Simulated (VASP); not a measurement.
CdHgS2: single point with PBE

The system is CdHgS2.

```
CELL_PARAMETERS angstrom
-2.91634 2.91634 5.84352
2.91634 -2.91634 5.84352
2.91634 2.91634 -5.84352
ATOMIC_POSITIONS crystal
Cd 0.00000 0.00000 0.00000
Cd 0.75000 0.25000 0.50000
S 0.37500 0.37114 0.49614
S 0.12114 0.62500 0.99614
S 0.87500 0.87886 0.50386
S 0.62886 0.12500 0.00386
Hg 0.50000 0.50000 0.00000
Hg 0.25000 0.75000 0.50000
```

| Quantity | Value |
| --- | --- |
| Program | VASP 6.6.1 |
| Task | single point |
| Functional | PBE |
| Potentials or basis | VASP PAW PBE potentials, release 64 (Cd, S, Hg) |
| Cutoff | 520 eV |
| k mesh | 6 × 6 × 6 |
| Occupations | gaussian, width 0.01 eV |
| Spin | no spin polarisation |
| Dipole correction | no |
| Further INCAR settings | ALGO = Normal; EDIFF = 1e-07; NBANDS = 46 |

```
Pressure               : 4.1 GPa
Band gap on the k mesh : 0.34 eV
```

Levels at points of the mesh, in eV from the valence-band top:
```tsv
k point	band 34	band 35	band 36	band 37	band 38	band 39
(0.00, 0.00, 0.00)	-0.01	-0.01	0.00	0.34	3.46	3.48
(0.50, 0.00, 0.00)	-1.44	-0.97	-0.73	2.85	3.26	4.05
(0.50, 0.50, 0.00)	-0.86	-0.77	-0.77	2.14	2.14	3.73
(0.50, 0.50, 0.50)	-1.14	-1.12	-1.12	2.81	2.81	3.49
```

It took 22 min on 1 thread of Intel Xeon 8259CL (shared host), peak memory 0.55 GiB.

Caveat: the cell stands under pressure; spin-orbit coupling is left out, which moves the levels of the heavy elements.
